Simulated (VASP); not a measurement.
# Y2AlN3 (Cmc2_1) in VASP: single point with PBEsol

Aim: the single point of Y2AlN3 with PBEsol.

All numbers are computed with VASP 6.6.1; they aren't measurements. Logs are shortened: lines on timing, memory, paths and dates and some standing lists are left out, and cuts for length are marked.

## 1. The cell of the first run

The structure is orthorhombic, space group Cmc2_1 (No. 36). The conventional cell has a = 11.194 Å, b = 6.442 Å, c = 5.983 Å, α = 90.00°, β = 90.00°, γ = 90.00°. Within 2.8 Å of Al (site symmetry m) lie 4 N at 2.08 to 2.10 Å. Within 3.1 Å of Y (site symmetry 1) lie 4 N at 2.37 to 2.38 Å. N (site symmetry 1) has 1 Al at 2.08 Å and 3 Y at 2.37 to 2.38 Å within 2.8 Å. N (site symmetry m) has 2 Al at 2.09 to 2.10 Å and 2 Y at 2.37 Å within 2.8 Å.

## 2. Single point, PBEsol

INCAR reads:

```
SYSTEM = Y2AlN3
ALGO = Normal ; EDIFF = 1E-6
ENCUT = 520 ; GGA = PS
ISIF = 2 ; ISMEAR = 0
LASPH = .True. ; LCHARG = .False.
LREAL = .False. ; LWAVE = .False.
NBANDS = 52 ; NELM = 80
PREC = Accurate ; SIGMA = 0.1
```

KPOINTS reads:

```
k-points
0
Gamma
  4 4 4
  0 0 0
```

POSCAR reads:

```
Y2AlN3
1.0
    5.5967856986     -3.2209454346      0.0000000000
    5.5967856986      3.2209454346      0.0000000000
    0.0000000000      0.0000000000      5.9830303418
Al Y N
2 4 6
Direct
    0.3407110227      0.6592889773      0.9892706513
    0.6592889773      0.3407110227      0.4892706513
    0.9884507746      0.3355278299      0.9872690535
    0.6644721701      0.0115492254      0.9872690535
    0.0115492254      0.6644721701      0.4872690535
    0.3355278299      0.9884507746      0.4872690535
    0.9705347958      0.3327672717      0.3848498719
    0.6672327283      0.0294652042      0.3848498719
    0.0294652042      0.6672327283      0.8848498719
    0.3327672717      0.9705347958      0.8848498719
    0.3671604716      0.6328395284      0.3384914980
    0.6328395284      0.3671604716      0.8384914980
```

Potentials or basis: VASP PAW PBE potentials, release 64 (Al, Y_sv, N).

Run with:

```console
$ cat potpaw_PBE.64/Al/POTCAR potpaw_PBE.64/Y_sv/POTCAR potpaw_PBE.64/N/POTCAR > POTCAR
$ mpirun -np 1 vasp_std > vasp.out
```

OUTCAR:

```text
SYSTEM = Y2AlN3
   EDIFF = 1E-6
   ENCUT = 520
   GGA = PS
   ISIF = 2
   ISMEAR = 0
   LASPH = .True.
   LREAL = .False.
   NELM = 80
   PREC = Accurate

 ion  position               nearest neighbor table
   1  0.341  0.659  0.989-   9 2.08  10 2.08  12 2.09  11 2.10   3 3.62   4 3.62   6 3.65   5 3.65
                             6 3.67   5 3.67   3 3.78   4 3.78   3 3.78   4 3.78
   2  0.659  0.341  0.489-   7 2.08   8 2.08  11 2.09  12 2.10   6 3.62   5 3.62   4 3.65   3 3.65
                             4 3.67   3 3.67   5 3.78   6 3.78   5 3.78   6 3.78
   3  0.988  0.336  0.987-   9 2.37  10 2.37  12 2.37   7 2.38   1 3.62   4 3.63   2 3.65   2 3.67
                             5 3.72   5 3.72   6 3.73   6 3.73   4 3.78   4 3.78   1 3.78   1 3.78
   4  0.664  0.012  0.987-  10 2.37   9 2.37  12 2.37   8 2.38   1 3.62   3 3.63   2 3.65   2 3.67
                             6 3.72   6 3.72   5 3.73   5 3.73   3 3.78   3 3.78   1 3.78   1 3.78
   5  0.012  0.664  0.487-   7 2.37   8 2.37  11 2.37   9 2.38   2 3.62   6 3.63   1 3.65   1 3.67
                             3 3.72   3 3.72   4 3.73   4 3.73   6 3.78   6 3.78   2 3.78   2 3.78
   6  0.336  0.988  0.487-   8 2.37   7 2.37  11 2.37  10 2.38   2 3.62   5 3.63   1 3.65   1 3.67
                             4 3.72   4 3.72   3 3.73   3 3.73   5 3.78   5 3.78   2 3.78   2 3.78
   7  0.971  0.333  0.385-   2 2.08   5 2.37   6 2.37   3 2.38
   8  0.667  0.029  0.385-   2 2.08   6 2.37   5 2.37   4 2.38
   9  0.029  0.667  0.885-   1 2.08   3 2.37   4 2.37   5 2.38
  10  0.333  0.971  0.885-   1 2.08   4 2.37   3 2.37   6 2.38
  11  0.367  0.633  0.338-   2 2.09   1 2.10   5 2.37   6 2.37
  12  0.633  0.367  0.838-   1 2.09   2 2.10   3 2.37   4 2.37

  LATTYP: Found a base centered orthorhombic cell.
 ALAT       =     6.4418908692
 B/A-ratio  =     1.7376220157
 C/A-ratio  =     0.9287692796

  Lattice vectors:

 A1 = (  -5.5967856986,  -3.2209454346,   0.0000000000)
 A2 = (   5.5967856986,  -3.2209454346,   0.0000000000)
 A3 = (   0.0000000000,   0.0000000000,   5.9830303418)

Analysis of symmetry for initial positions (statically):
=====================================================================
 Subroutine PRICEL returns:
 Original cell was already a primitive cell.

 Routine SETGRP: Setting up the symmetry group for a
 base centered orthorhombic supercell.

 Subroutine GETGRP returns: Found  4 space group operations
 (whereof  2 operations were pure point group operations)
 out of a pool of  8 trial point group operations.

The static configuration has the point symmetry C_1h.
 The point group associated with its full space group is C_2v.

Analysis of symmetry for dynamics (positions and initial velocities):
=====================================================================
 Subroutine PRICEL returns:
 Original cell was already a primitive cell.

 Routine SETGRP: Setting up the symmetry group for a
 base centered orthorhombic supercell.

 Subroutine GETGRP returns: Found  4 space group operations
 (whereof  2 operations were pure point group operations)
 out of a pool of  8 trial point group operations.

The dynamic configuration has the point symmetry C_1h.
 The point group associated with its full space group is C_2v.

 Subroutine INISYM returns: Found  4 space group operations
 (whereof  2 operations are pure point group operations),
 and found     1 'primitive' translations

----------------------------------------------------------------------------------------

                                     Primitive cell

  volume of cell :     215.7115

  direct lattice vectors                    reciprocal lattice vectors
     5.596785699 -3.220945435  0.000000000     0.089336992 -0.155233924  0.000000000
     5.596785699  3.220945435  0.000000000     0.089336992  0.155233924  0.000000000
     0.000000000  0.000000000  5.983030342     0.000000000  0.000000000  0.167139383

  length of vectors
     6.457437545  6.457437545  5.983030342     0.179105191  0.179105191  0.167139383

  position of ions in fractional coordinates (direct lattice)
     0.340711023  0.659288977  0.989270651
     0.659288977  0.340711023  0.489270651
     0.988450775  0.335527830  0.987269054
     0.664472170  0.011549225  0.987269054
     0.011549225  0.664472170  0.487269054
     0.335527830  0.988450775  0.487269054
     0.970534796  0.332767272  0.384849872
     0.667232728  0.029465204  0.384849872
     0.029465204  0.667232728  0.884849872
[... 30 lines left out ...]
     0.022334248 -0.038808481  0.000000000     0.250000000  0.000000000  0.000000000
     0.022334248  0.038808481  0.000000000     0.000000000  0.250000000  0.000000000
     0.000000000  0.000000000  0.041784846     0.000000000  0.000000000  0.250000000

  Length of vectors
     0.044776298  0.044776298  0.041784846

  Shift w.r.t. Gamma in fractional coordinates (k-lattice)
     0.000000000  0.000000000  0.000000000

 Subroutine IBZKPT returns following result:
 ===========================================

 Found     21 irreducible k-points:

 Following reciprocal coordinates:
            Coordinates               Weight
  0.000000  0.000000  0.000000      1.000000
  0.250000  0.000000  0.000000      4.000000
  0.500000  0.000000  0.000000      2.000000
  0.250000  0.250000  0.000000      2.000000
  0.500000  0.250000  0.000000      4.000000
 -0.250000  0.250000  0.000000      2.000000
[... 13 lines left out ...]
 -0.250000  0.250000  0.500000      2.000000
  0.500000  0.500000  0.500000      1.000000
   k-points           NKPTS =     21   k-points in BZ     NKDIM =     21   number of bands    NBANDS=     52
   number of dos      NEDOS =    301   number of ions     NIONS =     12
   total plane-waves  NPLWV = 110592
   dimension x,y,z NGX =    48 NGY =   48 NGZ =   48
   dimension x,y,z NGXF=    96 NGYF=   96 NGZF=   96
   ions per type =               2   4   6
   NGX,Y,Z   is equivalent  to a cutoff of  12.36, 12.36, 13.34 a.u.
   NGXF,Y,Z  is equivalent  to a cutoff of  24.72, 24.72, 26.67 a.u.
 SYSTEM =  Y2AlN3
   PREC   = accura    normal or accurate (medium, high low for compatibility)
   ISTART =      0    job   : 0-new  1-cont  2-samecut
   ICHARG =      2    charge: 1-file 2-atom 10-const
   ISPIN  =      1    spin polarized calculation?
   LNONCOLLINEAR =      F non collinear calculations
   LSORBIT =      F    spin-orbit coupling
   LASPH  =      T    aspherical Exc in radial PAW
   ENCUT  =  520.0 eV  38.22 Ry    6.18 a.u.  12.01 12.01 11.12*2*pi/ulx,y,z
   NELM   =     80;   NELMIN=  2; NELMDL= -5     # of ELM steps
   EDIFF  = 0.1E-05   stopping-criterion for ELM
   LREAL  =      F    real-space projection
   EDIFFG = 0.1E-04   stopping-criterion for IOM
   NSW    =      0    number of steps for IOM
   IBRION =     -1    ionic relax: 0-MD 1-quasi-New 2-CG
   NFREE  =      0    steps in history (QN), initial steepest desc. (CG)
   ISIF   =      2    stress and relaxation
   ISYM   =      2    0-nonsym 1-usesym 2-fastsym
   POTIM  = 0.5000    time-step for ionic-motion
   TEBEG  =    0.0;   TEEND  =   0.0 temperature during run
   PSTRESS=    0.0 pullay stress
   NELECT =      80.0000    total number of electrons
   NUPDOWN=      -1.0000    fix difference up-down
   EMIN   =  10.00;   EMAX   =-10.00  energy-range for DOS
   EFERMI =   0.00;   METHOD = LEGACY
   ISMEAR =     0;   SIGMA  =   0.10  broadening in eV -4-tet -1-fermi 0-gaus
   EFERMI_NEDOS =   21; number of points for ismear=-14 and -15
   IALGO  =     38    algorithm
   IMIX   =      4    mixing-type and parameters
     AMIX     =   0.40;   BMIX     =  1.00
     AMIX_MAG =   1.60;   BMIX_MAG =  1.00
  volume/ion in A,a.u.               =      17.98       121.31
  Fermi-wavevector in a.u.,A,eV,Ry     =   1.176198  2.222692 18.822865  1.383442
  Thomas-Fermi vector in A             =   2.312566
   LORBIT       =      0    0 simple, 1 ext, 2 COOP (PROOUT), +10 PAW based schemes
   GGA     = PS    functional components
   LHFCALC =     F    Hartree Fock is set to
   AEXX    =    0.0000 exact exchange contribution
   IVDW    =     0    specifies the selected vdW correction
   LEPSILON=     F    determine dielectric tensor
   LRPA    =     F    only Hartree local field effects (RPA)
 non-spin polarized calculation
 Gauss-broadening in eV      SIGMA  =   0.10
  energy-cutoff  :      520.00
  volume of cell :      215.71
 maximum number of plane-waves:      5826
   NGX = 25   NGY = 25   NGZ = 23

 number of electron      80.0000005 magnetization

 Free energy of the ion-electron system (eV)
  ---------------------------------------------------
  ext. energy  EPLUGINS =         0.00000000
  ---------------------------------------------------
  free energy    TOTEN  =      -102.47856308 eV

  energy without entropy =     -102.47856308  energy(sigma->0) =     -102.47856308

 E-fermi :   2.6553     XC(G=0):  -9.7802

 val. band max:        2.0824194380   @ k =  -0.2500   0.2500   0.0000
 cond. band min:       4.0832652617   @ k =   0.0000   0.0000   0.0000
 fundamental gap:      2.0008458237
 Fermi energy:         2.6552686881

 k-point     1 :       0.0000    0.0000    0.0000
  band No.  band energies     occupation
      1     -38.6438      2.00000
      2     -38.6123      2.00000
      3     -38.6044      2.00000
      4     -38.6035      2.00000
      5     -18.9267      2.00000
      6     -18.8790      2.00000
[... 1144 lines left out ...]
     51       7.2819      0.00000
     52       7.2820      0.00000

------------------------ aborting loop because EDIFF is reached ----------------------------------------

  FORCE on cell =-STRESS in cart. coord.  units (eV):
  Direction    XX          YY          ZZ          XY          YZ          ZX
  --------------------------------------------------------------------------------------
  -------------------------------------------------------------------------------------
  Total      -22.0524782    -22.7387672    -28.1359556      0.0000000      0.0000000      0.0000000
  in kB     -163.7927735   -168.8901225   -208.9772480      0.0000000      0.0000000      0.0000000
  external PRESSURE =    -180.5533814 kB  Pullay stress =       0.0000000 kB

 VOLUME and BASIS-vectors are now :
 -----------------------------------------------------------------------------
  energy-cutoff  :      520.00
  volume of cell :      215.71
      direct lattice vectors                 reciprocal lattice vectors
     5.596785699 -3.220945435  0.000000000     0.089336992 -0.155233924  0.000000000
     5.596785699  3.220945435  0.000000000     0.089336992  0.155233924  0.000000000
     0.000000000  0.000000000  5.983030342     0.000000000  0.000000000  0.167139383

 POSITION                                       TOTAL-FORCE (eV/Angst)
 -----------------------------------------------------------------------------------
      5.59679      1.02612      5.91884         0.000000     -0.079715     -0.164324
      5.59679     -1.02612      2.92732         0.000000      0.079715     -0.164324
      7.41002     -2.10303      5.90686        -0.105055      0.137922     -0.085276
      3.78355     -2.10303      5.90686         0.105055      0.137922     -0.085276
      3.78355      2.10303      2.91535         0.105055     -0.137922     -0.085276
      7.41002      2.10303      2.91535        -0.105055     -0.137922     -0.085276
      7.29430     -2.05421      2.30257        -0.146641      0.083921      0.226879
      3.89927     -2.05421      2.30257         0.146641      0.083921      0.226879
      3.89927      2.05421      5.29408         0.146641     -0.083921      0.226879
      7.29430      2.05421      5.29408        -0.146641     -0.083921      0.226879
      5.59679      0.85574      2.02520         0.000000     -0.152518     -0.118881
      5.59679     -0.85574      5.01672         0.000000      0.152518     -0.118881
 -----------------------------------------------------------------------------------
    total drift:                               -0.000000     -0.000000      0.000682

  FREE ENERGIE OF THE ION-ELECTRON SYSTEM (eV)
  ---------------------------------------------------
  free  energy   TOTEN  =      -102.4785630757 eV

  energy  without entropy=     -102.4785630757  energy(sigma->0) =     -102.47856308
```

Run time: 8.7 min. Hardware: 1 thread of Intel Xeon 8259CL, shared host; peak memory 0.45 GiB.

Results:

| Quantity | Value |
| --- | --- |
| Free energy | -102.4786 eV |
| Pressure | -18.1 GPa |
| Largest force | 0.283 eV/Å |
| Band gap on the k mesh | 2.00 eV (least direct gap 2.25 eV) |

Forces in eV/Å, atoms in the order of the input:
```
Al   0.000 -0.080 -0.164
Al   0.000  0.080 -0.164
Y   -0.105  0.138 -0.085
Y    0.105  0.138 -0.085
Y    0.105 -0.138 -0.085
Y   -0.105 -0.138 -0.085
N   -0.147  0.084  0.227
N    0.147  0.084  0.227
N    0.147 -0.084  0.227
N   -0.147 -0.084  0.227
N    0.000 -0.153 -0.119
N    0.000  0.153 -0.119
```

Stress tensor (GPa, compression positive):
```
-16.38   0.00   0.00
  0.00 -16.89   0.00
  0.00   0.00 -20.90
```

Caveat: the cell stands under tension; the PAW data sets were made with another functional, which shifts forces and pressure a little.
